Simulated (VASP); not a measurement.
# TePb (I4mm) in VASP: notebook, part 2 of 2

VASP 6.6.1.

## (3) Single point, LDA (all Pb atoms moved +0.113 Å, as atom 2 along Cartesian [0 1 0])

INCAR

```
SYSTEM = TePb
ALGO = Normal ; EDIFF = 1E-7
ENCUT = 520 ; GGA = CA
ISIF = 2 ; ISMEAR = 0
LASPH = .TRUE. ; LCHARG = .FALSE.
LREAL = .FALSE. ; LWAVE = .FALSE.
NBANDS = 17 ; NELM = 60
PREC = Accurate ; SIGMA = 0.05
```

KPOINTS

```
k-points
0
G
  8 8 8
  0 0 0
```

POSCAR

```
TePb
1.0
    0.0000000000      3.2270000000      3.2270000000
    3.2270000000      0.0000000000      3.2270000000
    3.2270000000      3.2270000000      0.0000000000
Te Pb
1 1
Direct
    0.5000000000      0.5000000000      0.5000000000
    0.0174310505     -0.0174310505      0.0174310505
```

Potentials or basis: VASP PAW LDA potentials, release 64 (Te, Pb_d).

On the command line:

```console
$ cat potpaw_LDA.64/Te/POTCAR potpaw_LDA.64/Pb_d/POTCAR > POTCAR
$ mpirun -np 1 vasp_std > vasp.out
```

OUTCAR:

```text
SYSTEM = TePb
   EDIFF = 1E-7
   ENCUT = 520
   GGA = CA
   ISIF = 2
   ISMEAR = 0
   LASPH = .TRUE.
   LREAL = .FALSE.
   NELM = 60
   PREC = Accurate

 ion  position               nearest neighbor table
   1  0.500  0.500  0.500-   2 3.11   2 3.23   2 3.23   2 3.23   2 3.23   2 3.34
   2  0.017  0.983  0.017-   1 3.11   1 3.23   1 3.23   1 3.23   1 3.23   1 3.34

  LATTYP: Found a face centered cubic cell.
 ALAT       =     6.4540000000

  Lattice vectors:

 A1 = (   0.0000000000,   3.2270000000,   3.2270000000)
 A2 = (   3.2270000000,   0.0000000000,   3.2270000000)
 A3 = (   3.2270000000,   3.2270000000,   0.0000000000)

Analysis of symmetry for initial positions (statically):
=====================================================================
 Subroutine PRICEL returns:
 Original cell was already a primitive cell.

 Routine SETGRP: Setting up the symmetry group for a
 face centered cubic supercell.

 Subroutine GETGRP returns: Found  8 space group operations
 (whereof  8 operations were pure point group operations)
 out of a pool of 48 trial point group operations.

The static configuration has the point symmetry C_4v.
[... 156 lines left out ...]
  ext. energy  EPLUGINS =         0.00000000
  ---------------------------------------------------
  free energy    TOTEN  =        -8.76283864 eV

  energy without entropy =       -8.76283864  energy(sigma->0) =       -8.76283864

 E-fermi :   5.7089     XC(G=0):  -9.5887

 val. band max:        5.4265110824   @ k =   0.5000   0.0000   0.0000
 cond. band min:       6.1345726023   @ k =   0.5000   0.0000   0.0000
 fundamental gap:      0.7080615199
 Fermi energy:         5.7088531934

 k-point     1 :       0.0000    0.0000    0.0000
  band No.  band energies     occupation
      1     -11.2038      2.00000
      2     -11.2038      2.00000
      3     -11.1900      2.00000
      4     -11.1882      2.00000
      5     -11.1882      2.00000
      6      -6.6355      2.00000
[... 457 lines left out ...]
      4     -11.1719      2.00000
      5     -11.1672      2.00000
      6      -5.0992      2.00000
[... 9 lines left out ...]
     16      15.0878      0.00000
     17      15.8628      0.00000

 [... further k-points ...]
[... 5 lines left out ...]
  --------------------------------------------------------------------------------------
  -------------------------------------------------------------------------------------
  Total       -0.6286740     -0.4359921     -0.6286740      0.0000000      0.0000000      0.0000000
  in kB      -14.9868086    -10.3935119    -14.9868086      0.0000000      0.0000000      0.0000000
  external PRESSURE =     -13.4557097 kB  Pullay stress =       0.0000000 kB

 VOLUME and BASIS-vectors are now :
 -----------------------------------------------------------------------------
  energy-cutoff  :      520.00
  volume of cell :       67.21
      direct lattice vectors                 reciprocal lattice vectors
     0.000000000  3.227000000  3.227000000    -0.154942671  0.154942671  0.154942671
     3.227000000  0.000000000  3.227000000     0.154942671 -0.154942671  0.154942671
     3.227000000  3.227000000  0.000000000     0.154942671  0.154942671 -0.154942671

 POSITION                                       TOTAL-FORCE (eV/Angst)
 -----------------------------------------------------------------------------------
      3.22700      3.22700      3.22700         0.000000      0.050302      0.000000
      3.22700      0.11250      3.22700         0.000000     -0.050302      0.000000
 -----------------------------------------------------------------------------------
    total drift:                                0.000000     -0.000213      0.000000

  FREE ENERGIE OF THE ION-ELECTRON SYSTEM (eV)
  ---------------------------------------------------
  free  energy   TOTEN  =        -8.7628386441 eV

  energy  without entropy=       -8.7628386441  energy(sigma->0) =       -8.76283864
```

stdout:

```text
POSCAR found type information on POSCAR TePb
 POSCAR found :  2 types and       2 ions
 scaLAPACK will be used
 LDA part: xc-table for (Slater(with rela. corr.)+CA(PZ))
 , standard interpolation
 POSCAR, INCAR and KPOINTS ok, starting setup
 FFT: planning ... GRIDC
 FFT: planning ... GRID_SOFT
 FFT: planning ... GRID
 WAVECAR not read
 entering main loop
```

Run time: 24 s. Hardware: 1 thread of Intel Xeon 6975P-C (Granite Rapids), shared host; peak memory 0.21 GiB.

What came out:

```yaml
Free_energy: -8.7628 eV
Pressure: -1.3 GPa
Largest_force: 0.050 eV/Å
Band_gap_on_the_k_mesh: 0.71 eV, direct
```

Forces on the atoms (eV/Å):
```
Te   0.000  0.050  0.000
Pb   0.000 -0.050  0.000
```

Levels at points of the mesh, in eV from the valence-band top:
| k point | band 7 | band 8 | band 9 | band 10 | band 11 | band 12 | band 13 | band 14 |
| --- | --- | --- | --- | --- | --- | --- | --- | --- |
| (0.00, 0.00, 0.00) | -5.62 | -1.34 | -1.31 | -1.31 | 3.96 | 3.96 | 4.05 | 5.81 |
| (0.50, 0.00, 0.00) | -8.60 | -0.91 | -0.85 | 0.00 | 0.71 | 1.24 | 1.30 | 8.29 |
| (0.50, 0.50, 0.00) | -7.31 | -4.51 | -2.79 | -2.78 | 3.19 | 5.47 | 5.51 | 6.66 |
| (0.50, 0.00, 0.50) | -7.38 | -4.46 | -2.80 | -2.80 | 3.27 | 5.44 | 5.44 | 6.69 |

Caveat: the cell differs from its parent crystal (all Pb atoms moved +0.113 Å, as atom 2 along Cartesian [0 1 0]); spin-orbit coupling is left out, which moves the levels of the heavy elements.

## (4) Single point, LDA (all Pb atoms moved +0.037 Å, as atom 2 along Cartesian [0 1 0])

INCAR

```
PREC = Accurate
ENCUT = 520
EDIFF = 1E-7
ISMEAR = 0
SIGMA = 0.05
LREAL = F
LASPH = T
NELM = 100
ALGO = Normal
ISIF = 2
LWAVE = F
LCHARG = F
GGA = CA
NBANDS = 17
```

KPOINTS

```
regular mesh
0
Gamma
  8 8 8
```

Changes to POSCAR since step 3:

```diff
@@ -9,2 +9,2 @@
     0.5000000000      0.5000000000      0.5000000000
-    0.0174310505     -0.0174310505      0.0174310505
+    0.0058103502     -0.0058103502      0.0058103502
```

On the command line:

```console
$ cat potpaw_LDA.64/Te/POTCAR potpaw_LDA.64/Pb_d/POTCAR > POTCAR
$ mpirun -np 1 vasp_std > vasp.out
```

Run time: 23 s. Hardware: 1 thread of Intel Xeon 6975P-C (Granite Rapids), shared host; peak memory 0.21 GiB.

Results (log left out):

```
Free energy            : -8.7648 eV
Pressure               : -1.5 GPa
Largest force          : 0.010 eV/Å
Band gap on the k mesh : 0.64 eV, direct
```

Forces in eV/Å, atoms in the order of the input:
```
Te   0.000  0.010  0.000
Pb   0.000 -0.010  0.000
```

Levels at points of the mesh, in eV from the valence-band top:
```
           k point  band 7  band 8  band 9  band 10  band 11  band 12  band 13  band 14
(0.00, 0.00, 0.00)   -5.66   -1.36   -1.35    -1.35     3.99     3.99     4.00     5.78
(0.50, 0.00, 0.00)   -8.65   -0.88   -0.88     0.00     0.64     1.20     1.21     8.30
(0.50, 0.50, 0.00)   -7.35   -4.54   -2.82    -2.82     3.23     5.41     5.41     6.63
(0.50, 0.00, 0.50)   -7.36   -4.54   -2.82    -2.82     3.24     5.41     5.41     6.64
```

Caveat: the cell differs from its parent crystal (all Pb atoms moved +0.037 Å, as atom 2 along Cartesian [0 1 0]); spin-orbit coupling is left out, which moves the levels of the heavy elements. A k mesh can miss the band edges.
